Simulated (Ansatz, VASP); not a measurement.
LuH2 in VASP and in Ansatz

Contents of INCAR:

```
SYSTEM = LuH2
ALGO     = Normal         ! electronic algorithm
EDIFF    = 1E-8           ! SCF threshold, eV
ENCUT    = 520            ! plane-wave cutoff, eV
GGA      = CA             ! functional
ISIF     = 2              ! what is computed and relaxed
ISMEAR   = -1             ! smearing method
LASPH    = .TRUE.         ! aspherical terms in the spheres
LCHARG   = .FALSE.        ! write CHGCAR
LEFG     = .TRUE.       
LREAL    = .FALSE.        ! projectors in reciprocal space
LWAVE    = .FALSE.        ! write WAVECAR
NBANDS   = 20             ! bands
NELM     = 60             ! most SCF steps
PREC     = Accurate       ! precision mode
SIGMA    = 0.02           ! smearing width, eV
```

Contents of KPOINTS:

```
k-points
0
G
  8 8 8
  0 0 0
```

The input POSCAR:

```
LuH2
1.0
    0.0000000000      2.5658556676      2.5658556676
    2.5658556676      0.0000000000      2.5658556676
    2.5658556676      2.5658556676      0.0000000000
Lu H
1 2
Direct
    0.0000000000      0.0000000000      0.0000000000
    0.2500000000      0.2500000000      0.2500000000
    0.7500000000      0.7500000000      0.7500000000
```

Input for Ansatz:

```yaml
crystal:
  lattice:
    - [0.0, 2.5658556676, 2.5658556676]
    - [2.5658556676, 0.0, 2.5658556676]
    - [2.5658556676, 2.5658556676, 0.0]
  atoms:
    - { symbol: Lu, position: [0.0, 0.0, 0.0] }
    - { symbol: H, position: [0.25, 0.25, 0.25] }
    - { symbol: H, position: [0.75, 0.75, 0.75] }
kpoints:
  mp_grid: { grid: [8, 8, 8] }
scf:
  occupations: { method: fermi_dirac, width: 0.02 }
hamiltonian:
  xc: lda
  pseudopotentials: { kind: all_electron, datasets: crystal }
output:
  forces: true
  stress: true
  eigenvalues: true
  efg: { contact_densities: true }
```

Change from the starting cell: volume scaled by 1.06, crystal datasets.

Alike in both runs: task electric field gradients; functional LDA; k mesh 8 × 8 × 8; occupations fermi-dirac, width 0.02 eV; no spin polarisation.

```csv
,VASP,Ansatz
version,VASP 6.6.1,Ansatz 0.2.0
potentials or method,"VASP PAW PBE potentials, release 64 (Lu, H), cutoff 520 eV","all-electron PAW with datasets made for the crystal, scalar-relativistic"
```

|  | VASP | Ansatz | Ansatz less VASP |
| --- | --- | --- | --- |
| pressure (GPa) | -10.3 | -10.8 | -0.42 |

VASP's potentials were made for PBE, not for LDA. LDA's correlation is that of Perdew and Zunger in VASP and of Perdew and Wang (1992) in Ansatz. Ansatz ran all-electron here, and VASP with PAW potentials.

Spin-orbit coupling is off throughout.
